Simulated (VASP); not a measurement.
Crystal: TlH5.

```xyz
6
Lattice="5.9851 0.0000 0.0000 0.0000 5.9851 0.0000 0.0000 0.0000 4.2889" Properties=species:S:1:pos:R:3 pbc="T T T"
Tl    2.9926    2.9926    0.0000
H     0.3840    2.9926    0.0000
H     5.6011    2.9926    0.0000
H     2.9926    0.3840    0.0000
H     2.9926    5.6011    0.0000
H     2.9926    2.9926    2.1445
```

The cell was generated, and may not be a known phase.

* Program: VASP 6.6.1
* Task: relaxation of cell and atoms
* Functional: PBE
* Potentials or basis: VASP PAW PBE potentials, release 64 (Tl_d, H_h)
* Cutoff: 910 eV
* k mesh: 6 × 6 × 10
* Occupations: gaussian, width 0.1 eV
* Spin: no spin polarisation

At the start: pressure 0.1 GPa; volume 25.61 Å³/atom.

Problem. Where does the relaxation end?

Solution. Over 28 steps the energy falls by 3.3 meV/atom and the volume is 26.30 Å³/atom (+2.7 %); space group P4/mmm (No. 123, to 0.1 Å) before and after.

The path:
```csv
step,energy change (eV),largest force (eV/Å),pressure (GPa),volume (Å³)
1,0.0000,0.0417,0.14,153.64
2,-0.0007,0.1197,0.02,154.12
3,-0.0007,0.0956,0.04,154.05
4,-0.0013,0.0921,0.04,154.29
5,-0.0032,0.0808,0.03,155.00
6,-0.0062,0.0567,0.01,156.41
7,-0.0105,0.0037,-0.02,159.22
8,-0.0142,0.1201,-0.07,164.75
9,-0.0153,0.0358,-0.17,165.58
10,-0.0153,0.0440,-0.18,165.62
11,-0.0159,0.0508,-0.18,165.69
12,-0.0169,0.0755,-0.14,165.88
13,-0.0168,0.1155,-0.01,165.45
14,-0.0172,0.0155,-0.08,165.67
15,-0.0173,0.0116,-0.07,165.41
16,-0.0176,0.0001,-0.06,164.62
17,-0.0179,0.0230,-0.02,163.04
18,-0.0180,0.0091,0.00,162.73
19,-0.0181,0.0443,0.02,162.38
20,-0.0182,0.0439,0.03,162.19
21,-0.0184,0.0427,0.02,161.63
22,-0.0188,0.0407,0.04,160.51
23,-0.0193,0.0388,0.06,158.27
24,-0.0194,0.0384,0.06,157.24
25,-0.0193,0.0881,-0.02,157.56
26,-0.0195,0.0119,0.03,157.37
27,-0.0196,0.0083,0.02,157.55
28,-0.0196,0.0030,0.01,157.81
```

Final structure:
```
Tl H
1.0
     6.25741    0.00000    0.00000
     0.00000    6.25741    0.00000
     0.00000    0.00000    4.03046
Tl H
1 5
Direct
  0.50000 0.50000 0.00000
  0.06153 0.50000 0.00000
  0.93847 0.50000 0.00000
  0.50000 0.06153 0.00000
  0.50000 0.93847 0.00000
  0.50000 0.50000 0.50000
```
